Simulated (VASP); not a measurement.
# AlCo3 (Pm-3m) in VASP: single point with r2SCAN

Aim: the single point of AlCo3 with r2SCAN.

Everything below comes from runs of VASP 6.6.1. Logs are shortened: lines on timing, memory, paths and dates and some standing lists are left out, and cuts for length are marked.

## Step 1: The cell of the first run

The structure is cubic, space group Pm-3m (No. 221). The conventional cell has a = 3.576 Å, b = 3.576 Å, c = 3.576 Å, α = 90.00°, β = 90.00°, γ = 90.00°. Al (site symmetry m-3m) has 12 Co at 2.53 Å within 3.3 Å. Co (site symmetry 4/mmm) has 4 Al at 2.53 Å and 8 Co at 2.53 Å within 3.3 Å.

## Step 2: Single point, r2SCAN, collinear spin, ferromagnetic start

POSCAR

```
AlCo3
1.0
    3.5760530383      0.0000000000      0.0000000000
    0.0000000000      3.5760530383      0.0000000000
    0.0000000000      0.0000000000      3.5760530383
Al Co
1 3
Direct
    0.0000000000      0.0000000000      0.0000000000
    0.5000000000      0.5000000000      0.0000000000
    0.5000000000      0.0000000000      0.5000000000
    0.0000000000      0.5000000000      0.5000000000
```

INCAR.step1

```
SYSTEM = AlCo3
PREC = Accurate
ENCUT = 520
ISMEAR = 0
SIGMA = 0.1
LREAL = .False.
LASPH = .True.
NELM = 150
ISPIN = 2
MAGMOM = 0 3 3 3
LMAXMIX = 4
NBANDS = 27
GGA = PE
ALGO = Normal
EDIFF = 1E-4
LWAVE = .True.
LCHARG = .False.
```

INCAR.step2

```
SYSTEM = AlCo3
PREC = Accurate
ENCUT = 520
EDIFF = 1E-6
ISMEAR = 0
SIGMA = 0.1
LREAL = .False.
LASPH = .True.
NELM = 150
ALGO = Normal
ISIF = 2
LWAVE = .False.
LCHARG = .False.
ISPIN = 2
MAGMOM = 0 3 3 3
LORBIT = 11
LMAXMIX = 4
METAGGA = R2SCAN
LMIXTAU = .True.
NBANDS = 27
ISTART = 1
```

KPOINTS

```
Automatic mesh
0
Gamma
  12 12 12
  0 0 0
```

Potentials or basis: VASP PAW PBE potentials, release 64 (Al, Co).

Command:

```
cat potpaw_PBE.64/Al/POTCAR potpaw_PBE.64/Co/POTCAR > POTCAR
cp INCAR.step1 INCAR
mpirun -np 1 vasp_std > vasp.out
cp INCAR.step2 INCAR
mpirun -np 1 vasp_std > vasp.out
```

OUTCAR:

```text
SYSTEM = AlCo3
   PREC = Accurate
   ENCUT = 520
   EDIFF = 1E-6
   ISMEAR = 0
   LREAL = .False.
   LASPH = .True.
   NELM = 150
   ISIF = 2
   ISPIN = 2
   LORBIT = 11
   METAGGA = R2SCAN
   ISTART = 1

 ion  position               nearest neighbor table
   1  0.000  0.000  0.000-   2 2.53   3 2.53   4 2.53   3 2.53   4 2.53   2 2.53   4 2.53   4 2.53
                             2 2.53   3 2.53   3 2.53   2 2.53
   2  0.500  0.500  0.000-   1 2.53   3 2.53   4 2.53   3 2.53   4 2.53   1 2.53   3 2.53   3 2.53
                             1 2.53   4 2.53   4 2.53   1 2.53
   3  0.500  0.000  0.500-   1 2.53   2 2.53   4 2.53   1 2.53   2 2.53   2 2.53   4 2.53   2 2.53
                             1 2.53   4 2.53   1 2.53   4 2.53
   4  0.000  0.500  0.500-   1 2.53   2 2.53   3 2.53   1 2.53   2 2.53   1 2.53   3 2.53   1 2.53
                             2 2.53   3 2.53   2 2.53   3 2.53

  LATTYP: Found a simple cubic cell.
 ALAT       =     3.5760530383

  Lattice vectors:

 A1 = (   3.5760530383,   0.0000000000,   0.0000000000)
 A2 = (   0.0000000000,   3.5760530383,   0.0000000000)
 A3 = (   0.0000000000,   0.0000000000,   3.5760530383)

Analysis of symmetry for initial positions (statically):
=====================================================================
 Subroutine PRICEL returns:
 Original cell was already a primitive cell.

 Routine SETGRP: Setting up the symmetry group for a
 simple cubic supercell.

 Subroutine GETGRP returns: Found 48 space group operations
 (whereof 48 operations were pure point group operations)
 out of a pool of 48 trial point group operations.

The static configuration has the point symmetry O_h .

Analysis of symmetry for dynamics (positions and initial velocities):
=====================================================================
 Subroutine PRICEL returns:
 Original cell was already a primitive cell.

 Routine SETGRP: Setting up the symmetry group for a
 simple cubic supercell.

 Subroutine GETGRP returns: Found 48 space group operations
 (whereof 48 operations were pure point group operations)
 out of a pool of 48 trial point group operations.

The dynamic configuration has the point symmetry O_h .

Analysis of structural, dynamic, and magnetic symmetry:
=====================================================================
 Subroutine PRICEL returns:
 Original cell was already a primitive cell.

 Routine SETGRP: Setting up the symmetry group for a
[... 131 lines left out ...]
  volume/ion in A,a.u.               =      11.43        77.15
  Fermi-wavevector in a.u.,A,eV,Ry     =   1.422475  2.688088 27.530505  2.023435
  Thomas-Fermi vector in A             =   2.543175
   LORBIT       =     11    0 simple, 1 ext, 2 COOP (PROOUT), +10 PAW based schemes
   METAGGA = R2SCAN    functional components
   LHFCALC =     F    Hartree Fock is set to
   AEXX    =    0.0000 exact exchange contribution
   IVDW    =     0    specifies the selected vdW correction
   LEPSILON=     F    determine dielectric tensor
   LRPA    =     F    only Hartree local field effects (RPA)
 spin polarized calculation
 Gauss-broadening in eV      SIGMA  =   0.10
  energy-cutoff  :      520.00
  volume of cell :       45.73
 maximum number of plane-waves:      1253
 NGX is ok and might be reduce to    28
   NGX = 13   NGY = 13   NGZ = 13

 number of electron      30.0000030 magnetization       4.5026345

 Free energy of the ion-electron system (eV)
  ---------------------------------------------------
  ext. energy  EPLUGINS =         0.00000000
  ---------------------------------------------------
  free energy    TOTEN  =       -47.15418081 eV

  energy without entropy =      -47.14254681  energy(sigma->0) =      -47.14836381

 E-fermi :  10.4073     XC(G=0): -13.7973

 val. band max:       10.3920092229   @ k =   0.0833   0.0000   0.0000
 cond. band min:      10.4076307475   @ k =   0.5000   0.4167   0.1667
 fundamental gap:      0.0156215246
 Fermi energy:        10.4073179918

 spin component 1

 k-point     1 :       0.0000    0.0000    0.0000
  band No.  band energies     occupation
      1      -0.4333      1.00000
      2       4.1795      1.00000
      3       5.2884      1.00000
      4       5.2884      1.00000
      5       5.9597      1.00000
      6       5.9597      1.00000
[... 709 lines left out ...]
     26      23.2002      0.00000
     27      23.8391      0.00000

 [... further k-points ...]

 spin component 2

 k-point     1 :       0.0000    0.0000    0.0000
  band No.  band energies     occupation
      1      -0.6567      1.00000
      2       6.3356      1.00000
      3       6.9491      1.00000
      4       6.9498      1.00000
      5       6.9498      1.00000
      6       7.2649      1.00000
[... 709 lines left out ...]
     26      23.7334      0.00000
     27      24.0024      0.00000

 [... further k-points ...]
[... 5 lines left out ...]
  --------------------------------------------------------------------------------------
  -------------------------------------------------------------------------------------
  Total        0.3286458      0.3286458      0.3286458      0.0000000     -0.0000000     -0.0000000
  in kB       11.5140146     11.5140146     11.5140146      0.0000000     -0.0000000     -0.0000000
  external PRESSURE =      11.5140146 kB  Pullay stress =       0.0000000 kB

 VOLUME and BASIS-vectors are now :
 -----------------------------------------------------------------------------
  energy-cutoff  :      520.00
  volume of cell :       45.73
      direct lattice vectors                 reciprocal lattice vectors
     3.576053038  0.000000000  0.000000000     0.279637911  0.000000000  0.000000000
     0.000000000  3.576053038  0.000000000     0.000000000  0.279637911  0.000000000
     0.000000000  0.000000000  3.576053038     0.000000000  0.000000000  0.279637911

 POSITION                                       TOTAL-FORCE (eV/Angst)
 -----------------------------------------------------------------------------------
      0.00000      0.00000      0.00000         0.000000      0.000000      0.000000
      1.78803      1.78803      0.00000         0.000000      0.000000      0.000000
      1.78803      0.00000      1.78803         0.000000      0.000000      0.000000
      0.00000      1.78803      1.78803         0.000000      0.000000      0.000000
 -----------------------------------------------------------------------------------
    total drift:                                0.000000      0.000000      0.000000

  FREE ENERGIE OF THE ION-ELECTRON SYSTEM (eV)
  ---------------------------------------------------
  free  energy   TOTEN  =       -47.1541808114 eV

  energy  without entropy=      -47.1425468141  energy(sigma->0) =      -47.14836381

 total charge

# of ion       s       p       d       tot
------------------------------------------
    1        0.411   0.434   0.000   0.845
    2        0.485   0.558   7.273   8.316
    3        0.485   0.558   7.273   8.316
    4        0.485   0.558   7.273   8.316
--------------------------------------------------
tot          1.865   2.107  21.820  25.791

 magnetization (x)

# of ion       s       p       d       tot
------------------------------------------
    1       -0.001  -0.036   0.000  -0.037
    2        0.013  -0.008   1.570   1.576
    3        0.013  -0.008   1.570   1.576
    4        0.013  -0.008   1.570   1.576
--------------------------------------------------
tot          0.038  -0.059   4.711   4.689
```

OSZICAR.step1:

```text
N       E                     dE             d eps       ncg     rms          rms(c)
DAV:   1     0.179271557358E+03    0.17927E+03   -0.12661E+04  9192   0.134E+03
DAV:   2    -0.189498356120E+02   -0.19822E+03   -0.18405E+03  9099   0.275E+02
DAV:   3    -0.288618138177E+02   -0.99120E+01   -0.95220E+01 10109   0.804E+01
DAV:   4    -0.290489721853E+02   -0.18716E+00   -0.18688E+00 10798   0.101E+01
DAV:   5    -0.290567158274E+02   -0.77436E-02   -0.77429E-02 11715   0.178E+00    0.214E+01
DAV:   6    -0.292146398885E+02   -0.15792E+00   -0.33797E+01 10697   0.940E+01    0.170E+01
DAV:   7    -0.256638159933E+02    0.35508E+01   -0.10371E+01 10726   0.505E+01    0.426E+00
DAV:   8    -0.256198356730E+02    0.43980E-01   -0.19135E-01 10363   0.349E+00    0.191E+00
DAV:   9    -0.255913477549E+02    0.28488E-01   -0.18682E-02 12539   0.162E+00    0.861E-01
DAV:  10    -0.255828041560E+02    0.85436E-02   -0.12272E-02 11899   0.991E-01    0.232E-01
DAV:  11    -0.255823446238E+02    0.45953E-03   -0.10692E-03 10115   0.453E-01    0.130E-01
DAV:  12    -0.255821479328E+02    0.19669E-03   -0.69570E-04  5672   0.224E-01    0.770E-02
DAV:  13    -0.255821753288E+02   -0.27396E-04   -0.17227E-04  4914   0.149E-01
   1 F= -.25582175E+02 E0= -.25566528E+02  d E =-.312944E-01  mag=     3.8607
```

Wall time 9.1 min (1 thread of Intel Xeon 6975P-C, shared host); peak memory 0.29 GiB.

What came out:

- Free energy: -47.1542 eV
- Pressure: 1.2 GPa
- Net moment: 4.50 μB per cell
- Site moments: Al -0.04; Co +1.58 μB
- Valence electrons inside the program's atomic spheres: Al 0.84; Co 8.32

Levels at points of the mesh, in eV from the Fermi level:
Spin up:
```tsv
k point	band 14	band 15	band 16	band 17	band 18	band 19	band 20	band 21
(0.00, 0.00, 0.00)	-0.91	-0.91	-0.91	0.32	0.32	0.32	6.22	6.22
(0.50, 0.00, 0.00)	-2.31	-2.11	-2.11	-0.91	5.22	5.22	5.23	5.23
(0.50, 0.50, 0.00)	-2.65	-1.91	-1.77	-1.24	-0.07	-0.07	7.92	7.92
(0.50, 0.50, 0.50)	-1.88	-1.88	-1.32	-1.32	-1.32	-0.89	3.19	3.73
```
Spin down:
```
           k point  band 11  band 12  band 13  band 14  band 15  band 16
(0.00, 0.00, 0.00)     0.31     0.31     0.31     0.52     0.52     0.52
(0.50, 0.00, 0.00)    -0.89    -0.89    -0.19     0.49     0.53     0.77
(0.50, 0.50, 0.00)    -0.58    -0.57    -0.43     0.20     0.34     0.45
(0.50, 0.50, 0.50)    -1.08    -0.72    -0.72     0.43     0.43     0.43
```

Caveat: the PAW data sets were made with another functional, which shifts forces and pressure a little.
